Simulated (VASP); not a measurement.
# Rh (Fm-3m) in VASP: notebook

The runs below take Rh through single point, with LDA.

All numbers are computed with VASP 6.6.1; they aren't measurements. Logs are shortened: lines on timing, memory, paths and dates and some standing lists are left out, and cuts for length are marked.

**1. The cell of the first run**

It takes space group Fm-3m (No. 225, cubic). Conventional cell: a = 3.542 Å, b = 3.542 Å, c = 3.542 Å, α = 90.00°, β = 90.00°, γ = 90.00°. Within 3.3 Å of Rh (site symmetry m-3m) lie 12 Rh at 2.50 Å.

**2. Single point, LDA (volume scaled by 0.84)**

Input file INCAR:

```
  PREC = Accurate
  ENCUT = 520
  EDIFF = 1E-6
  ISMEAR = -1
  SIGMA = 0.05
  LREAL = F
  LASPH = T
  NELM = 60
  ALGO = Normal
  ISIF = 2
  LWAVE = F
  LCHARG = F
  NBANDS = 14
```

Input file KPOINTS:

```
regular mesh
0
Gamma
  17 17 17
```

Input file POSCAR:

```
Rh
1.0
    0.0000000000      1.7708614512      1.7708614512
    1.7708614512      0.0000000000      1.7708614512
    1.7708614512      1.7708614512      0.0000000000
Rh
1
Direct
    0.0000000000      0.0000000000      0.0000000000
```

Potentials or basis: VASP PAW LDA potentials, release 64 (Rh_pv).

The run is started by

```sh
$ cat potpaw_LDA.64/Rh_pv/POTCAR > POTCAR
$ mpirun -np 1 vasp_std > vasp.out
```

OUTCAR:

```text
PREC = Accurate
   ENCUT = 520
   EDIFF = 1E-6
   ISMEAR = -1
   LREAL = F
   LASPH = T
   NELM = 60
   ISIF = 2

 ion  position               nearest neighbor table
   1  0.000  0.000  0.000-

  LATTYP: Found a face centered cubic cell.
 ALAT       =     3.5417229024

  Lattice vectors:

 A1 = (   0.0000000000,   1.7708614512,   1.7708614512)
 A2 = (   1.7708614512,   0.0000000000,   1.7708614512)
 A3 = (   1.7708614512,   1.7708614512,   0.0000000000)

Analysis of symmetry for initial positions (statically):
=====================================================================
 Subroutine PRICEL returns:
 Original cell was already a primitive cell.

 Routine SETGRP: Setting up the symmetry group for a
 face centered cubic supercell.

 Subroutine GETGRP returns: Found 48 space group operations
 (whereof 48 operations were pure point group operations)
 out of a pool of 48 trial point group operations.

The static configuration has the point symmetry O_h .

Analysis of symmetry for dynamics (positions and initial velocities):
=====================================================================
 Subroutine PRICEL returns:
 Original cell was already a primitive cell.

 Routine SETGRP: Setting up the symmetry group for a
 face centered cubic supercell.

 Subroutine GETGRP returns: Found 48 space group operations
 (whereof 48 operations were pure point group operations)
 out of a pool of 48 trial point group operations.

The dynamic configuration has the point symmetry O_h .

 Subroutine INISYM returns: Found 48 space group operations
 (whereof 48 operations are pure point group operations),
 and found     1 'primitive' translations

----------------------------------------------------------------------------------------

                                     Primitive cell

  volume of cell :      11.1067

  direct lattice vectors                    reciprocal lattice vectors
     0.000000000  1.770861451  1.770861451    -0.282348458  0.282348458  0.282348458
     1.770861451  0.000000000  1.770861451     0.282348458 -0.282348458  0.282348458
     1.770861451  1.770861451  0.000000000     0.282348458  0.282348458 -0.282348458

  length of vectors
     2.504376281  2.504376281  2.504376281     0.489041875  0.489041875  0.489041875

  position of ions in fractional coordinates (direct lattice)
     0.000000000  0.000000000  0.000000000

  ion indices of the primitive-cell ions
   primitive index   ion index
                 1           1

----------------------------------------------------------------------------------------
[... 75 lines left out ...]
   NFREE  =      0    steps in history (QN), initial steepest desc. (CG)
   ISIF   =      2    stress and relaxation
   ISYM   =      2    0-nonsym 1-usesym 2-fastsym
   POTIM  = 0.5000    time-step for ionic-motion
   TEBEG  =    0.0;   TEEND  =   0.0 temperature during run
   PSTRESS=    0.0 pullay stress
   NELECT =      15.0000    total number of electrons
   NUPDOWN=      -1.0000    fix difference up-down
   EMIN   =  10.00;   EMAX   =-10.00  energy-range for DOS
   EFERMI =   0.00;   METHOD = LEGACY
   ISMEAR =    -1;   SIGMA  =   0.05  broadening in eV -4-tet -1-fermi 0-gaus
   EFERMI_NEDOS =   21; number of points for ismear=-14 and -15
   IALGO  =     38    algorithm
   IMIX   =      4    mixing-type and parameters
     AMIX     =   0.40;   BMIX     =  1.00
     AMIX_MAG =   1.60;   BMIX_MAG =  1.00
  volume/ion in A,a.u.               =      11.11        74.95
  Fermi-wavevector in a.u.,A,eV,Ry     =   1.809578  3.419607 44.553270  3.274573
  Thomas-Fermi vector in A             =   2.868419
   LORBIT       =      0    0 simple, 1 ext, 2 COOP (PROOUT), +10 PAW based schemes
   GGA     = CA    functional components
   LHFCALC =     F    Hartree Fock is set to
   AEXX    =    0.0000 exact exchange contribution
   IVDW    =     0    specifies the selected vdW correction
   LEPSILON=     F    determine dielectric tensor
   LRPA    =     F    only Hartree local field effects (RPA)
 non-spin polarized calculation
  energy-cutoff  :      520.00
  volume of cell :       11.11
 maximum number of plane-waves:       310
   NGX =  9   NGY =  9   NGZ =  9

 number of electron      14.9999998 magnetization

 Free energy of the ion-electron system (eV)
  ---------------------------------------------------
  ext. energy  EPLUGINS =         0.00000000
  ---------------------------------------------------
  free energy    TOTEN  =        -8.19559849 eV

  energy without entropy =       -8.19004271  energy(sigma->0) =       -8.19282060

 E-fermi :  16.1441     XC(G=0): -15.7510

 val. band max:       16.1133206397   @ k =   0.4118   0.2353   0.0588
 cond. band min:      16.1639509816   @ k =   0.4118   0.2941   0.0588
 fundamental gap:      0.0506303420
 Fermi energy:        16.1441483574

 k-point     1 :       0.0000    0.0000    0.0000
  band No.  band energies     occupation
      1     -30.4054      2.00000
      2     -30.4054      2.00000
      3     -30.4054      2.00000
      4       6.4800      2.00000
      5      11.8172      2.00000
      6      11.8172      2.00000
      7      11.8172      2.00000
      8      14.7780      2.00000
      9      14.7780      2.00000
     10      31.6243      0.00000
     11      35.9175      0.00000
     12      38.3281      0.00000
     13      38.3281      0.00000
     14      38.3281      0.00000
[... 377 lines left out ...]
      1     -30.7086      2.00000
      2     -30.4832      2.00000
      3     -30.4304      2.00000
      4       7.4941      2.00000
      5      11.3121      2.00000
      6      12.2112      2.00000
      7      12.2768      2.00000
      8      14.2939      2.00000
      9      14.8663      2.00000
     10      33.3102      0.00000
     11      35.3477      0.00000
     12      35.9221      0.00000
     13      39.1787      0.00000
     14      40.5093      0.00000

 [... further k-points ...]
[... 5 lines left out ...]
  --------------------------------------------------------------------------------------
  -------------------------------------------------------------------------------------
  Total        6.0628338      6.0628338      6.0628338     -0.0000000      0.0000000      0.0000000
  in kB      874.5859557    874.5859557    874.5859557     -0.0000000      0.0000000      0.0000000
  external PRESSURE =     874.5859557 kB  Pullay stress =       0.0000000 kB

 VOLUME and BASIS-vectors are now :
 -----------------------------------------------------------------------------
  energy-cutoff  :      520.00
  volume of cell :       11.11
      direct lattice vectors                 reciprocal lattice vectors
     0.000000000  1.770861451  1.770861451    -0.282348458  0.282348458  0.282348458
     1.770861451  0.000000000  1.770861451     0.282348458 -0.282348458  0.282348458
     1.770861451  1.770861451  0.000000000     0.282348458  0.282348458 -0.282348458

 POSITION                                       TOTAL-FORCE (eV/Angst)
 -----------------------------------------------------------------------------------
      0.00000      0.00000      0.00000        -0.000000      0.000000      0.000000
 -----------------------------------------------------------------------------------
    total drift:                                0.000000     -0.000000      0.000000

  FREE ENERGIE OF THE ION-ELECTRON SYSTEM (eV)
  ---------------------------------------------------
  free  energy   TOTEN  =        -8.1955984901 eV

  energy  without entropy=       -8.1900427101  energy(sigma->0) =       -8.19282060
```

Wall time 12 s (1 thread of Intel Xeon 6975P-C, shared host); peak memory 0.13 GiB.

Results:

```yaml
Free_energy: -8.1956 eV
Pressure: 87.5 GPa
```

Caveat: the cell differs from its parent crystal (volume scaled by 0.84).

**3. Single point, LDA (volume scaled by 0.92)**

Input file INCAR:

```
PREC = Accurate
ENCUT = 520
EDIFF = 1E-7
ISMEAR = -1
SIGMA = 0.05
LREAL = False
LASPH = True
NELM = 60
ALGO = Normal
ISIF = 2
LWAVE = False
LCHARG = False
NBANDS = 14
```

KPOINTS is that of step 2.

Input file POSCAR:

```
Rh
1.0
    0.0000000000      1.8253834049      1.8253834049
    1.8253834049      0.0000000000      1.8253834049
    1.8253834049      1.8253834049      0.0000000000
Rh
1
Direct
    0.0000000000      0.0000000000      0.0000000000
```

Potentials or basis: VASP PAW LDA potentials, release 64 (Rh_pv).

The run is started by

```sh
$ cat potpaw_LDA.64/Rh_pv/POTCAR > POTCAR
$ mpirun -np 1 vasp_std > vasp.out
```

OUTCAR:

```text
PREC = Accurate
   ENCUT = 520
   EDIFF = 1E-7
   ISMEAR = -1
   LREAL = False
   LASPH = True
   NELM = 60
   ISIF = 2

 ion  position               nearest neighbor table
   1  0.000  0.000  0.000-

  LATTYP: Found a face centered cubic cell.
 ALAT       =     3.6507668098

  Lattice vectors:

 A1 = (   0.0000000000,   1.8253834049,   1.8253834049)
 A2 = (   1.8253834049,   0.0000000000,   1.8253834049)
 A3 = (   1.8253834049,   1.8253834049,   0.0000000000)

[... 584 lines left out ...]
     14      37.9671      0.00000

 [... further k-points ...]

------------------------ aborting loop because EDIFF is reached ----------------------------------------

  FORCE on cell =-STRESS in cart. coord.  units (eV):
  Direction    XX          YY          ZZ          XY          YZ          ZX
  --------------------------------------------------------------------------------------
  -------------------------------------------------------------------------------------
  Total        2.5757382      2.5757382      2.5757382     -0.0000000     -0.0000000     -0.0000000
  in kB      339.2501189    339.2501189    339.2501189     -0.0000000     -0.0000000     -0.0000000
  external PRESSURE =     339.2501189 kB  Pullay stress =       0.0000000 kB

 VOLUME and BASIS-vectors are now :
 -----------------------------------------------------------------------------
  energy-cutoff  :      520.00
  volume of cell :       12.16
      direct lattice vectors                 reciprocal lattice vectors
     0.000000000  1.825383405  1.825383405    -0.273915057  0.273915057  0.273915057
     1.825383405  0.000000000  1.825383405     0.273915057 -0.273915057  0.273915057
     1.825383405  1.825383405  0.000000000     0.273915057  0.273915057 -0.273915057

 POSITION                                       TOTAL-FORCE (eV/Angst)
 -----------------------------------------------------------------------------------
      0.00000      0.00000      0.00000        -0.000000      0.000000     -0.000000
 -----------------------------------------------------------------------------------
    total drift:                                0.000000      0.000000      0.000000

  FREE ENERGIE OF THE ION-ELECTRON SYSTEM (eV)
  ---------------------------------------------------
  free  energy   TOTEN  =        -8.5830239636 eV

  energy  without entropy=       -8.5762812771  energy(sigma->0) =       -8.57965262
```

OSZICAR:

```text
N       E                     dE             d eps       ncg     rms          rms(c)
DAV:   1     0.119416332623E+03    0.11942E+03   -0.87128E+03  4650   0.118E+03
DAV:   2    -0.755774298162E+01   -0.12697E+03   -0.12116E+03  5148   0.347E+02
DAV:   3    -0.910964063670E+01   -0.15519E+01   -0.15497E+01  5388   0.419E+01
DAV:   4    -0.911483576601E+01   -0.51951E-02   -0.51950E-02  5196   0.246E+00
DAV:   5    -0.911487602970E+01   -0.40264E-04   -0.40263E-04  5202   0.191E-01    0.146E+01
DAV:   6    -0.862033251487E+01    0.49454E+00   -0.69953E-01  4788   0.120E+01    0.558E+00
DAV:   7    -0.858871475604E+01    0.31618E-01   -0.26211E-02  5286   0.209E+00    0.224E+00
DAV:   8    -0.858323803828E+01    0.54767E-02   -0.59608E-03  4818   0.112E+00    0.306E-01
DAV:   9    -0.858301700126E+01    0.22104E-03   -0.18646E-04  4752   0.198E-01    0.502E-02
DAV:  10    -0.858302405999E+01   -0.70587E-05   -0.29888E-06  5214   0.199E-02    0.394E-03
DAV:  11    -0.858302396360E+01    0.96391E-07   -0.27477E-07  5036   0.749E-03
   1 F= -.85830240E+01 E0= -.85796526E+01  d E =-.674269E-02
```

stdout:

```text
POSCAR found type information on POSCAR Rh
 POSCAR found :  1 types and       1 ions
 scaLAPACK will be used
 LDA part: xc-table for (Slater(with rela. corr.)+CA(PZ))
 , standard interpolation
 POSCAR, INCAR and KPOINTS ok, starting setup
 FFT: planning ... GRIDC
 FFT: planning ... GRID_SOFT
 FFT: planning ... GRID
 WAVECAR not read
 entering main loop
```

Wall time 12 s (1 thread of Intel Xeon 6975P-C, shared host); peak memory 0.14 GiB.

Results:

| Item | Value |
| --- | --- |
| Free energy | -8.5830 eV |
| Pressure | 33.9 GPa |

Levels at points of the mesh, in eV from the Fermi level:
| k point | band 5 | band 6 | band 7 | band 8 | band 9 | band 10 |
| --- | --- | --- | --- | --- | --- | --- |
| (0.00, 0.00, 0.00) | -3.76 | -3.76 | -3.76 | -1.19 | -1.19 | 15.75 |

Caveat: the cell differs from its parent crystal (volume scaled by 0.92).

**4. Single point, LDA**

This run uses another cell than the first one, of 13.22 Å³/atom, 1.190 times its volume.

Input file INCAR:

```
PREC     = Accurate       # precision mode
ENCUT    = 520            # plane-wave cutoff, eV
EDIFF    = 1E-6           # SCF threshold, eV
ISMEAR   = -1             # smearing method
SIGMA    = 0.05           # smearing width, eV
LREAL    = F              # projectors in reciprocal space
LASPH    = T              # aspherical terms in the spheres
NELM     = 100            # most SCF steps
ALGO     = Normal         # electronic algorithm
ISIF     = 2              # what is computed and relaxed
LWAVE    = F              # write WAVECAR
LCHARG   = F              # write CHGCAR
GGA      = CA             # functional
NBANDS   = 14             # bands
```

Input file KPOINTS:

```
Automatic mesh
0
Gamma
  17 17 17
```

Input file POSCAR:

```
Rh
1.0
    0.0000000000      1.8768295046      1.8768295046
    1.8768295046      0.0000000000      1.8768295046
    1.8768295046      1.8768295046      0.0000000000
Rh
1
Direct
    0.0000000000      0.0000000000      0.0000000000
```

Potentials or basis: VASP PAW LDA potentials, release 64 (Rh_pv).

The run is started by

```sh
$ cat potpaw_LDA.64/Rh_pv/POTCAR > POTCAR
$ mpirun -np 1 vasp_std > vasp.out
```

OUTCAR:

```text
PREC = Accurate
   ENCUT = 520
   EDIFF = 1E-6
   ISMEAR = -1
   LREAL = F
   LASPH = T
   NELM = 100
   ISIF = 2
   GGA = CA

 ion  position               nearest neighbor table
   1  0.000  0.000  0.000-

  LATTYP: Found a face centered cubic cell.
 ALAT       =     3.7536590092

  Lattice vectors:

 A1 = (   0.0000000000,   1.8768295046,   1.8768295046)
 A2 = (   1.8768295046,   0.0000000000,   1.8768295046)
 A3 = (   1.8768295046,   1.8768295046,   0.0000000000)

Analysis of symmetry for initial positions (statically):
=====================================================================
 Subroutine PRICEL returns:
 Original cell was already a primitive cell.

 Routine SETGRP: Setting up the symmetry group for a
 face centered cubic supercell.

 Subroutine GETGRP returns: Found 48 space group operations
 (whereof 48 operations were pure point group operations)
 out of a pool of 48 trial point group operations.

The static configuration has the point symmetry O_h .

Analysis of symmetry for dynamics (positions and initial velocities):
=====================================================================
 Subroutine PRICEL returns:
 Original cell was already a primitive cell.

 Routine SETGRP: Setting up the symmetry group for a
 face centered cubic supercell.

 Subroutine GETGRP returns: Found 48 space group operations
 (whereof 48 operations were pure point group operations)
 out of a pool of 48 trial point group operations.

The dynamic configuration has the point symmetry O_h .

 Subroutine INISYM returns: Found 48 space group operations
 (whereof 48 operations are pure point group operations),
 and found     1 'primitive' translations

----------------------------------------------------------------------------------------

                                     Primitive cell

  volume of cell :      13.2222

[... 105 lines left out ...]
     AMIX     =   0.40;   BMIX     =  1.00
     AMIX_MAG =   1.60;   BMIX_MAG =  1.00
  volume/ion in A,a.u.               =      13.22        89.23
  Fermi-wavevector in a.u.,A,eV,Ry     =   1.707407  3.226532 39.664237  2.915239
  Thomas-Fermi vector in A             =   2.786265
   LORBIT       =      0    0 simple, 1 ext, 2 COOP (PROOUT), +10 PAW based schemes
   GGA     = CA    functional components
   LHFCALC =     F    Hartree Fock is set to
   AEXX    =    0.0000 exact exchange contribution
   IVDW    =     0    specifies the selected vdW correction
   LEPSILON=     F    determine dielectric tensor
   LRPA    =     F    only Hartree local field effects (RPA)
 non-spin polarized calculation
  energy-cutoff  :      520.00
  volume of cell :       13.22
 maximum number of plane-waves:       367
   NGX =  9   NGY =  9   NGZ =  9

 number of electron      15.0000002 magnetization

 Free energy of the ion-electron system (eV)
  ---------------------------------------------------
  ext. energy  EPLUGINS =         0.00000000
  ---------------------------------------------------
  free energy    TOTEN  =        -8.69017255 eV

  energy without entropy =       -8.68210285  energy(sigma->0) =       -8.68613770

 E-fermi :  12.4531     XC(G=0): -14.6013

 val. band max:       12.4324207321   @ k =   0.4118   0.2353   0.0588
 cond. band min:      12.4675344776   @ k =   0.4118   0.2941   0.0588
 fundamental gap:      0.0351137455
 Fermi energy:        12.4531362847

 k-point     1 :       0.0000    0.0000    0.0000
  band No.  band energies     occupation
      1     -33.7808      2.00000
      2     -33.7808      2.00000
      3     -33.7808      2.00000
      4       4.1278      2.00000
      5       9.1467      2.00000
      6       9.1467      2.00000
      7       9.1467      2.00000
      8      11.4077      2.00000
      9      11.4077      2.00000
     10      28.3561      0.00000
     11      32.6953      0.00000
     12      33.9877      0.00000
     13      33.9877      0.00000
     14      33.9877      0.00000
[... 377 lines left out ...]
      1     -33.9476      2.00000
      2     -33.8247      2.00000
      3     -33.7957      2.00000
      4       4.9919      2.00000
      5       8.7637      2.00000
      6       9.4576      2.00000
      7       9.4999      2.00000
      8      11.0636      2.00000
      9      11.4864      2.00000
     10      29.5680      0.00000
     11      31.0703      0.00000
     12      32.6968      0.00000
     13      34.4032      0.00000
     14      35.7471      0.00000

 [... further k-points ...]
[... 5 lines left out ...]
  --------------------------------------------------------------------------------------
  -------------------------------------------------------------------------------------
  Total        0.0759429      0.0759429      0.0759429      0.0000000     -0.0000000      0.0000000
  in kB        9.2022314      9.2022314      9.2022314      0.0000000     -0.0000000      0.0000000
  external PRESSURE =       9.2022314 kB  Pullay stress =       0.0000000 kB

 VOLUME and BASIS-vectors are now :
 -----------------------------------------------------------------------------
  energy-cutoff  :      520.00
  volume of cell :       13.22
      direct lattice vectors                 reciprocal lattice vectors
     0.000000000  1.876829505  1.876829505    -0.266406724  0.266406724  0.266406724
     1.876829505  0.000000000  1.876829505     0.266406724 -0.266406724  0.266406724
     1.876829505  1.876829505  0.000000000     0.266406724  0.266406724 -0.266406724

 POSITION                                       TOTAL-FORCE (eV/Angst)
 -----------------------------------------------------------------------------------
      0.00000      0.00000      0.00000        -0.000000     -0.000000     -0.000000
 -----------------------------------------------------------------------------------
    total drift:                               -0.000000      0.000000      0.000000

  FREE ENERGIE OF THE ION-ELECTRON SYSTEM (eV)
  ---------------------------------------------------
  free  energy   TOTEN  =        -8.6901725545 eV

  energy  without entropy=       -8.6821028461  energy(sigma->0) =       -8.68613770
```

stdout:

```text
POSCAR found type information on POSCAR Rh
 POSCAR found :  1 types and       1 ions
 scaLAPACK will be used
 LDA part: xc-table for (Slater(with rela. corr.)+CA(PZ))
 , standard interpolation
 POSCAR, INCAR and KPOINTS ok, starting setup
 FFT: planning ... GRIDC
 FFT: planning ... GRID_SOFT
 FFT: planning ... GRID
 WAVECAR not read
 entering main loop
```

It took 13 s on 1 thread of Intel Xeon 6975P-C, shared host; peak memory 0.14 GiB.

What came out:

```yaml
Free_energy: -8.6902 eV
Pressure: 0.9 GPa
```

(Part 1 of 2 ends here.)
